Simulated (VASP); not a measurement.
# AlN (P6_3mc) in VASP: notebook, part 2 of 2

VASP 6.6.1.

### Step 3. Single point, PBEsol

The input, INCAR:

```
  PREC = Accurate
  ENCUT = 600
  EDIFF = 1E-6
  ISMEAR = 0
  SIGMA = 0.02
  LREAL = F
  LASPH = T
  NELM = 120
  ALGO = Normal
  ISIF = 2
  LWAVE = F
  LCHARG = T
  GGA = PS
  LELF = T
  LVHAR = T
  NBANDS = 16
  GGA_COMPAT = F
```

The input, KPOINTS:

```
regular mesh
0
Gamma
  9 9 5
```

The input, POSCAR:

```
AlN
1.0
    3.0758056105      0.0000000000      0.0000000000
   -1.5379028052      2.6637257958      0.0000000000
    0.0000000000      0.0000000000      5.0201980548
Al N
2 2
Direct
    0.3333333333      0.6666666667      0.0033192940
    0.6666666667      0.3333333333      0.5033192940
    0.3333333333      0.6666666667      0.3816807060
    0.6666666667      0.3333333333      0.8816807060
```

Potentials or basis: VASP PAW PBE potentials, release 64 (Al, N).

Started as:

```
$ cat potpaw_PBE.64/Al/POTCAR potpaw_PBE.64/N/POTCAR > POTCAR
$ mpirun -np 1 vasp_std > vasp.out
```

OUTCAR:

```text
PREC = Accurate
   ENCUT = 600
   EDIFF = 1E-6
   ISMEAR = 0
   LREAL = F
   LASPH = T
   NELM = 120
   ISIF = 2
   GGA = PS

 ion  position               nearest neighbor table
   1  0.333  0.667  0.003-   4 1.88   4 1.88   4 1.88   3 1.90   2 3.07   2 3.07   2 3.07   2 3.07
                             2 3.07   2 3.07
   2  0.667  0.333  0.503-   3 1.88   3 1.88   3 1.88   4 1.90   1 3.07   1 3.07   1 3.07   1 3.07
                             1 3.07   1 3.07
   3  0.333  0.667  0.382-   2 1.88   2 1.88   2 1.88   1 1.90
   4  0.667  0.333  0.882-   1 1.88   1 1.88   1 1.88   2 1.90

[... 653 lines left out ...]

 [... further k-points ...]
[... 5 lines left out ...]
  --------------------------------------------------------------------------------------
  -------------------------------------------------------------------------------------
  Total        1.4383520      1.4383520     -0.0721592      0.0000000     -0.0000000      0.0000000
  in kB       56.0281799     56.0281799     -2.8108198      0.0000000     -0.0000000      0.0000000
  external PRESSURE =      36.4151800 kB  Pullay stress =       0.0000000 kB

 VOLUME and BASIS-vectors are now :
 -----------------------------------------------------------------------------
  energy-cutoff  :      600.00
  volume of cell :       41.13
      direct lattice vectors                 reciprocal lattice vectors
     3.075805610  0.000000000  0.000000000     0.325118075  0.187707008  0.000000000
    -1.537902805  2.663725796  0.000000000     0.000000000  0.375414017  0.000000000
     0.000000000  0.000000000  5.020198055     0.000000000  0.000000000  0.199195328

 POSITION                                       TOTAL-FORCE (eV/Angst)
 -----------------------------------------------------------------------------------
     -0.00000      1.77582      0.01666        -0.000000      0.000000      0.000838
      1.53790      0.88791      2.52676        -0.000000     -0.000000      0.000838
     -0.00000      1.77582      1.91611        -0.000000     -0.000000     -0.000838
      1.53790      0.88791      4.42621         0.000000      0.000000     -0.000838
 -----------------------------------------------------------------------------------
    total drift:                               -0.000000      0.000000      0.000011

  FREE ENERGIE OF THE ION-ELECTRON SYSTEM (eV)
  ---------------------------------------------------
  free  energy   TOTEN  =       -31.2972598865 eV

  energy  without entropy=      -31.2972598865  energy(sigma->0) =      -31.29725989
```

OSZICAR:

```text
N       E                     dE             d eps       ncg     rms          rms(c)
DAV:   1     0.478500402366E+02    0.47850E+02   -0.80457E+03  1152   0.101E+03
DAV:   2    -0.318757629968E+02   -0.79726E+02   -0.72812E+02  1600   0.210E+02
DAV:   3    -0.357931385690E+02   -0.39174E+01   -0.39039E+01  1528   0.495E+01
DAV:   4    -0.358176156997E+02   -0.24477E-01   -0.24475E-01  1352   0.419E+00
DAV:   5    -0.358179246352E+02   -0.30894E-03   -0.30893E-03  1576   0.469E-01    0.118E+01
DAV:   6    -0.313480917079E+02    0.44698E+01   -0.96048E+00  1440   0.236E+01    0.419E+00
DAV:   7    -0.313349669950E+02    0.13125E-01   -0.67456E-01  1288   0.576E+00    0.290E+00
DAV:   8    -0.313017509883E+02    0.33216E-01   -0.71255E-02  1312   0.239E+00    0.543E-01
DAV:   9    -0.312969922146E+02    0.47588E-02   -0.12151E-02  1568   0.855E-01    0.243E-01
DAV:  10    -0.312973416949E+02   -0.34948E-03   -0.14344E-03  1264   0.247E-01    0.148E-01
DAV:  11    -0.312972603767E+02    0.81318E-04   -0.13760E-04  1408   0.896E-02    0.310E-02
DAV:  12    -0.312972598865E+02    0.49016E-06   -0.66026E-06  1416   0.217E-02
   1 F= -.31297260E+02 E0= -.31297260E+02  d E =-.109456E-15
```

stdout:

```text
POSCAR found type information on POSCAR AlN
 POSCAR found :  2 types and       4 ions
 scaLAPACK will be used
 -----------------------------------------------------------------------------
|                                                                             |
|                                                                             |
|     You enforced a specific xc type in the INCAR file but a different       |
|     I HOPE YOU KNOW WHAT YOU ARE DOING!                                     |
|                                                                             |
 -----------------------------------------------------------------------------

 LDA part: xc-table for (Slater+PW92), standard interpolation
 POSCAR, INCAR and KPOINTS ok, starting setup
 FFT: planning ... GRIDC
 FFT: planning ... GRID_SOFT
 FFT: planning ... GRID
 WAVECAR not read
 entering main loop
```

Wall time 33 s (1 thread of Intel Xeon Platinum 8375C at 2.90GHz (Ice Lake), shared host); peak memory 0.18 GiB.

Results:

```
Free energy            : -31.2973 eV
Pressure               : 3.6 GPa
Band gap on the k mesh : 4.36 eV, direct
```

Caveat: the PAW data sets were made with another functional, which shifts forces and pressure a little.

### Step 4. Single point, PBEsol

This run uses another cell than the first one, of 10.36 Å³/atom, 1.007 times its volume.

The input, INCAR:

```
SYSTEM = AlN
PREC = Accurate ; ENCUT = 600
EDIFF = 1E-6 ; ISMEAR = 0
SIGMA = 0.02 ; LREAL = .FALSE.
LASPH = .TRUE. ; NELM = 120
ALGO = Normal ; ISIF = 2
LWAVE = .FALSE. ; LCHARG = .TRUE.
GGA = PS ; LELF = .TRUE.
LVHAR = .TRUE. ; NBANDS = 16
GGA_COMPAT = .FALSE.
```

The input, KPOINTS:

```
Automatic mesh
0
G
  9 9 5
  0 0 0
```

The input, POSCAR:

```
AlN
1.0
    3.0758056105      0.0000000000      0.0000000000
   -1.5379028052      2.6637257958      0.0000000000
    0.0000000000      0.0000000000      5.0571684166
Al N
2 2
Direct
    0.3333333333      0.6666666667      0.0015080755
    0.6666666667      0.3333333333      0.5015080755
    0.3333333333      0.6666666667      0.3834919245
    0.6666666667      0.3333333333      0.8834919245
```

Started as:

```
$ cat potpaw_PBE.64/Al/POTCAR potpaw_PBE.64/N/POTCAR > POTCAR
$ mpirun -np 1 vasp_std > vasp.out
```

It took 35 s on 1 thread of Intel Xeon Platinum 8375C at 2.90GHz (Ice Lake), shared host; peak memory 0.18 GiB.

It converged, with:

* Free energy: -31.2869 eV
* Pressure: 2.3 GPa
* Largest force: 0.301 eV/Å
* Band gap on the k mesh: 4.26 eV, direct

Forces in eV/Å, atoms in the order of the input:
```
Al   0.000  0.000  0.301
Al   0.000  0.000  0.301
N    0.000  0.000 -0.301
N    0.000  0.000 -0.301
```

Stress tensor (GPa, compression positive):
```
 5.98  0.00  0.00
 0.00  5.98  0.00
 0.00  0.00 -5.06
```

Levels at points of the mesh, in eV from the valence-band top:
```csv
k point,band 4,band 5,band 6,band 7,band 8,band 9,band 10,band 11,band 12,band 13
"(0.00, 0.00, 0.00)",-0.68,-0.68,-0.10,-0.10,0.00,4.26,6.99,10.53,11.44,11.44
```

Caveat: the PAW data sets were made with another functional, which shifts forces and pressure a little. As with any semilocal functional, this PBEsol gap is likely too small.
